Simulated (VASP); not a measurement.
Write the native input for VASP 6.6.1 that does the following.

- Task: single point
- Functional: r2SCAN
- Potentials or basis: VASP PAW PBE potentials, release 64 (Pb_d)
- Cutoff: 520 eV
- k mesh: 18 × 18 × 10
- Occupations: gaussian, width 0.15 eV
- Spin: no spin polarisation
- Dipole correction: no
- Further INCAR settings: ALGO = Normal; EDIFF = 1e-06; NBANDS = 21

Crystal: Pb.

```xyz
2
Lattice="3.4800 0.0000 0.0000 -1.7400 3.0138 0.0000 0.0000 0.0000 5.5621" Properties=species:S:1:pos:R:3 pbc="T T T"
Pb    0.0000    2.0092    1.3905
Pb    1.7400    1.0046    4.1715
```

This cell differs from its parent crystal: strain -0.0050 x Voigt [0, 0, 1, 0, 0, 0].

One way to write it, as run:

POSCAR

```
Pb
1.0
    3.4800006906      0.0000000000      0.0000000000
   -1.7400003453      3.0137690032      0.0000000000
    0.0000000000      0.0000000000      5.5620500000
Pb
2
Direct
    0.3333333333      0.6666666667      0.2500000000
    0.6666666667      0.3333333333      0.7500000000
```

INCAR.step1

```
SYSTEM = Pb
  ALGO = Normal
  EDIFF = 1E-4
  ENCUT = 520
  GGA = PE
  ISMEAR = 0
  LASPH = .True.
  LCHARG = .False.
  LREAL = .False.
  LWAVE = .True.
  NBANDS = 21
  NELM = 60
  PREC = Accurate
  SIGMA = 0.15
```

INCAR.step2

```
SYSTEM = Pb
  ALGO = Normal
  EDIFF = 1E-6
  ENCUT = 520
  ISIF = 2
  ISMEAR = 0
  ISTART = 1
  LASPH = .True.
  LCHARG = .False.
  LMIXTAU = .True.
  LREAL = .False.
  LWAVE = .False.
  METAGGA = R2SCAN
  NBANDS = 21
  NELM = 60
  PREC = Accurate
  SIGMA = 0.15
```

KPOINTS

```
k-points
0
Gamma
  18 18 10
  0 0 0
```

Potentials or basis: VASP PAW PBE potentials, release 64 (Pb_d).

Run with:

```bash
$ cat potpaw_PBE.64/Pb_d/POTCAR > POTCAR
$ cp INCAR.step1 INCAR
$ mpirun -np 1 vasp_std > vasp.out
$ cp INCAR.step2 INCAR
$ mpirun -np 1 vasp_std > vasp.out
```

Results of the run:

The pressure is 3.1 GPa and the band gap on the k mesh is zero (bands 14 and 15 overlap by 8.19 eV).

Caveat: the cell differs from its parent crystal (strain -0.0050 x Voigt [0, 0, 1, 0, 0, 0]); the cell stands under pressure; the PAW data sets were made with another functional, which shifts forces and pressure a little; spin-orbit coupling is left out, which moves the levels of the heavy elements.

Run time: 9.2 min on 1 thread of AMD EPYC 9R45 96-Core Processor (Zen 5), with other jobs on the host, peak memory 0.31 GiB.
